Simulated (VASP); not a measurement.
A run of VASP 6.6.1 is set up as follows.

The input INCAR:

```
SYSTEM = Al2Pt
PREC = Accurate ; ENCUT = 520
EDIFF = 1E-6 ; ISMEAR = 0
SIGMA = 0.1 ; LREAL = .False.
LASPH = .True. ; NELM = 80
ALGO = Fast ; ISIF = 2
LWAVE = .False. ; LCHARG = .False.
GGA = PS ; NBANDS = 25
```

KPOINTS

```
regular mesh
0
Gamma
  8 8 6
  0 0 0
```

The input POSCAR:

```
Al2Pt
1.0
    2.9482572945      2.9482572945      0.0000000000
   -2.9482572945      2.9482572945      0.0000000000
    0.0000000000      0.0000000000      5.8965145891
Al Pt
4 2
Direct
    0.0000000000      0.5000000000      0.7500000000
    0.5000000000      0.0000000000      0.7500000000
    0.5000000000      0.0000000000      0.2500000000
    0.0000000000      0.5000000000      0.2500000000
    0.0000000000      0.0000000000      0.0000000000
    0.5000000000      0.5000000000      0.5000000000
```

Potentials or basis: VASP PAW PBE potentials, release 64 (Al, Pt).

The run is started by

```bash
$ cat potpaw_PBE.64/Al/POTCAR potpaw_PBE.64/Pt/POTCAR > POTCAR
$ mpirun -np 1 vasp_std > vasp.out
```

**Question.** What does it give for the band gap on the k mesh?

**Answer.** Zero (bands 16 and 17 overlap by 4.66 eV).

**Question.** What does it give for the pressure?

**Answer.** 0.0 GPa.

Caveat: the PAW data sets were made with another functional, which shifts forces and pressure a little; spin-orbit coupling is left out, which moves the levels of the heavy elements.
